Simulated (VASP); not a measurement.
Set up this calculation in VASP 6.6.1, as the native input.

```yaml
Task: relaxation of cell and atoms
Functional: LDA
Potentials_or_basis: VASP PAW LDA potentials, release 64 (W_sv)
Cutoff: 600 eV
k_mesh: 22 × 22 × 22
Occupations: fermi-dirac, width 0.08 eV
Spin: no spin polarisation
Dipole_correction: no
Further_INCAR_settings: ALGO = Normal; EDIFF = 1e-06; IBRION = 2; EDIFFG = -0.002; NSW = 100; ISIF = 3
```

The structure of W lies in POSCAR:

```
W
1.0
   -1.5823450000      1.5823450000      1.5823450000
    1.5823450000     -1.5823450000      1.5823450000
    1.5823450000      1.5823450000     -1.5823450000
W
1
Direct
    0.0000000000      0.0000000000      0.0000000000
```

These files were run (other wordings do the same):

INCAR

```
SYSTEM = W
PREC = Accurate
ENCUT = 600
EDIFF = 1E-6
ISMEAR = -1
SIGMA = 0.08
LREAL = .False.
LASPH = .True.
NELM = 100
ALGO = Normal
ISIF = 3
LWAVE = .False.
LCHARG = .False.
IBRION = 2
NSW = 100
EDIFFG = -0.002
```

KPOINTS

```
Automatic mesh
0
Gamma
  22 22 22
  0 0 0
```

Potentials or basis: VASP PAW LDA potentials, release 64 (W_sv).

Launch:

```sh
$ cat potpaw_LDA.64/W_sv/POTCAR > POTCAR
$ mpirun -np 1 vasp_std > vasp.out
```

It gave:

- Relaxed volume: 15.50 Å³/atom
- Relaxed cell: a = 2.721 Å, b = 2.721 Å, c = 2.721 Å, α = 109.47°, β = 109.47°, γ = 109.47°
- Space group after relaxing (to 0.05 Å): Im-3m (No. 229)
- Energy gained by relaxing: 7.7 meV/atom
- Ionic steps: 8
- Pressure after relaxing: 0.0 GPa
- Band gap on the k mesh: zero (band 7 reaches 16.96 eV, above the bottom of band 8 at 10.35 eV)

Caveat: spin-orbit coupling is left out, which moves the levels of the heavy elements.

Wall time 3.2 min on 1 thread of Intel(R) Xeon(R) Platinum 8375C CPU @ 2.90GHz (Ice Lake), with other jobs on the host, peak memory 0.2 GiB.
